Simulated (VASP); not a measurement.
Set up this calculation in VASP 6.6.1, as the native input.

```
Task                   : single point
Functional             : PBE
Potentials or basis    : VASP PAW PBE potentials, release 64 (Ti_sv, Al)
Cutoff                 : 520 eV
k mesh                 : 15 × 15 × 6
Occupations            : gaussian, width 0.15 eV
Spin                   : no spin polarisation
Dipole correction      : no
Further INCAR settings : ALGO = Fast; EDIFF = 1e-07; NBANDS = 28
```

The structure of Ti3Al lies in POSCAR:

```
Ti3Al
1.0
    2.9297375378      0.0000000000      0.0000000000
   -1.4648687689      2.5372271341      0.0000000000
    0.0000000000      0.0000000000      9.2315308735
Ti Al
3 1
Direct
    0.6666666667      0.3333333333      0.0000000000
    0.3333333333      0.6666666667      0.7342089107
    0.3333333333      0.6666666667      0.2657910893
    0.6666666667      0.3333333333      0.5000000000
```

This cell differs from its parent crystal: atoms shifted along a free coordinate, c/a of the conventional cell at fixed volume 3.1510.

These files were run (other wordings do the same):

INCAR

```
SYSTEM = Ti3Al
  PREC = Accurate
  ENCUT = 520
  EDIFF = 1E-7
  ISMEAR = 0
  SIGMA = 0.15
  LREAL = .FALSE.
  LASPH = .TRUE.
  NELM = 60
  ALGO = Fast
  ISIF = 2
  LWAVE = .FALSE.
  LCHARG = .FALSE.
  GGA = PE
  NBANDS = 28
```

KPOINTS

```
regular mesh
0
G
  15 15 6
  0 0 0
```

Potentials or basis: VASP PAW PBE potentials, release 64 (Ti_sv, Al).

Launch:

```console
$ cat potpaw_PBE.64/Ti_sv/POTCAR potpaw_PBE.64/Al/POTCAR > POTCAR
$ mpirun -np 1 vasp_std > vasp.out
```

Results of the run:

```yaml
Pressure: 0.5 GPa
Largest_force: 1.111 eV/Å
Band_gap_on_the_k_mesh: zero (an odd number of electrons rules out a gap without spin polarisation)
```

Caveat: forces of over 1 eV/Å act on the atoms, so gaps and moduli don't describe the material at rest.

It took 26 min on 1 thread of Intel Xeon 8259CL (shared host), peak memory 0.32 GiB.
